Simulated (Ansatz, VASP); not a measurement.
One calculation of HgTe, two programs

```
Hg Te
1.0
     3.65126    0.00000    0.00000
     0.00000    3.65126    0.00000
     0.00000    0.00000    3.65126
Hg Te
1 1
Direct
  0.00000 0.00000 0.00000
  0.50000 0.50000 0.50000
```

Alike in both runs: task single point; functional LDA; k mesh 6 × 6 × 6; occupations gaussian, width 0.05 eV; no spin polarisation.

|  | VASP | Ansatz |
| --- | --- | --- |
| version | VASP 6.6.1 | Ansatz 0.2.0 |
| potentials or method | VASP PAW LDA potentials, release 64 (Hg, Te), cutoff 500 eV | scalar-relativistic, plane waves, PAW |
| valence electrons in the cell | 18 | 36 |

VASP gave:

| Quantity | Value |
| --- | --- |
| gap on the k mesh at the Fermi level (eV) | none |
| pressure (GPa) | 2.0 |

**Question.** Estimate Ansatz's values.

**Answer.** gap on the k mesh at the Fermi level (eV): none; pressure (GPa): 1.5.

LDA's correlation is that of Perdew and Zunger in VASP and of Perdew and Wang (1992) in Ansatz. A gap of «none» marks a metal or a gap that the smearing closes. VASP's potentials hold 18 valence electrons a cell and Ansatz's 36, so a difference there can come from the potentials and not from the codes.

Neither program's run includes spin-orbit coupling.
